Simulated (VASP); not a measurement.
The system is BaMgAsF.

```
Ba As Mg F
1.0
     4.41763    0.00000    0.00000
     0.00000    4.41763    0.00000
     0.00000    0.00000    9.68734
Ba As Mg F
2 2 2 2
Direct
  0.50000 0.00000 0.15474
  0.00000 0.50000 0.84526
  0.50000 0.00000 0.66135
  0.00000 0.50000 0.33865
  0.50000 0.50000 0.50000
  0.00000 0.00000 0.50000
  0.50000 0.50000 0.00000
  0.00000 0.00000 0.00000
```

| Property | Result |
| --- | --- |
| Program | VASP 6.6.1 |
| Task | relaxation of cell and atoms |
| Functional | PBEsol |
| Potentials or basis | VASP PAW PBE potentials, release 64 (Ba_sv, As, Mg, F) |
| Cutoff | 600 eV |
| k mesh | 6 × 6 × 4 |
| Occupations | gaussian, width 0.02 eV |
| Spin | no spin polarisation |

At the start: pressure -1.6 GPa; volume 23.63 Å³/atom.

Q: Where does the relaxation end?

A: Over 8 steps the energy falls by 4.2 meV/atom and the volume is 22.82 Å³/atom (-3.4 %); space group P4/nmm (No. 129, to 0.1 Å) before and after.

The path:
| step | energy change (eV) | largest force (eV/Å) | pressure (GPa) | volume (Å³) |
| --- | --- | --- | --- | --- |
| 1 | 0.0000 | 0.0634 | -1.63 | 189.05 |
| 2 | -0.0293 | 0.1276 | 0.23 | 182.56 |
| 3 | -0.0299 | 0.1063 | -0.02 | 183.37 |
| 4 | -0.0317 | 0.0759 | -0.02 | 183.08 |
| 5 | -0.0332 | 0.0197 | 0.01 | 182.55 |
| 6 | -0.0332 | 0.0236 | 0.01 | 182.48 |
| 7 | -0.0333 | 0.0159 | 0.00 | 182.50 |
| 8 | -0.0334 | 0.0017 | -0.02 | 182.53 |

Final structure:
```
Ba As Mg F
1.0
     4.37636    0.00000    0.00000
     0.00000    4.37636    0.00000
     0.00000    0.00000    9.53041
Ba As Mg F
2 2 2 2
Direct
  0.50000 0.00000 0.15541
  0.00000 0.50000 0.84459
  0.50000 0.00000 0.66313
  0.00000 0.50000 0.33687
  0.50000 0.50000 0.50000
  0.00000 0.00000 0.50000
  0.50000 0.50000 0.00000
  0.00000 0.00000 0.00000
```

Caveat: the PAW data sets were made with another functional, which shifts forces and pressure a little.
